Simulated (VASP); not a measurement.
Write the native input for VASP 6.6.1 that does the following.

```
Task                   : electric field gradients
Functional             : PBEsol
Potentials or basis    : VASP PAW PBE potentials, release 64 (Ta_pv, N)
Cutoff                 : 520 eV
k mesh                 : 9 × 9 × 5
Occupations            : fermi-dirac, width 0.01 eV
Spin                   : no spin polarisation
Dipole correction      : no
Further INCAR settings : ALGO = Normal; EDIFF = 1e-08; NBANDS = 24
```

The structure of TaN lies in POSCAR:

```
TaN
1.0
    3.0295306677      0.0000000000      0.0000000000
   -1.5147653339      2.6236505199      0.0000000000
    0.0000000000      0.0000000000      4.9068446386
Ta N
2 2
Direct
    0.3333333333      0.6666666667      0.0000000000
    0.6666666667      0.3333333333      0.5000000000
    0.3333333333      0.6666666667      0.3850000000
    0.6666666667      0.3333333333      0.8850000000
```

This cell differs from its parent crystal: volume scaled by 0.98.

The input as run:

INCAR

```
SYSTEM = TaN
PREC     = Accurate       ! precision mode
ENCUT    = 520            ! plane-wave cutoff, eV
EDIFF    = 1E-8           ! SCF threshold, eV
ISMEAR   = -1             ! smearing method
SIGMA    = 0.01           ! smearing width, eV
LREAL    = .FALSE.        ! projectors in reciprocal space
LASPH    = .TRUE.         ! aspherical terms in the spheres
NELM     = 100            ! most SCF steps
ALGO     = Normal         ! electronic algorithm
ISIF     = 2              ! what is computed and relaxed
LWAVE    = .FALSE.        ! write WAVECAR
LCHARG   = .FALSE.        ! write CHGCAR
GGA      = PS             ! functional
LEFG     = .TRUE.       
NBANDS   = 24             ! bands
```

KPOINTS

```
Automatic mesh
0
G
  9 9 5
  0 0 0
```

Potentials or basis: VASP PAW PBE potentials, release 64 (Ta_pv, N).

Command:

```console
$ cat potpaw_PBE.64/Ta_pv/POTCAR potpaw_PBE.64/N/POTCAR > POTCAR
$ mpirun -np 1 vasp_std > vasp.out
```

It gave:

* Pressure: 144.6 GPa
* Largest force: 2.362 eV/Å
* Band gap on the k mesh: zero (band 16 reaches 10.37 eV, above the bottom of band 17 at 8.12 eV)

Caveat: without QUAD_EFG the Cq values of the log hold for a quadrupole moment of 1 mb, not for the nuclei; the PAW data sets were made with another functional, which shifts forces and pressure a little; spin-orbit coupling is left out, which moves the levels of the heavy elements.

It took 25 s on 1 thread of AMD EPYC 7R13 (shared host), peak memory 0.17 GiB.
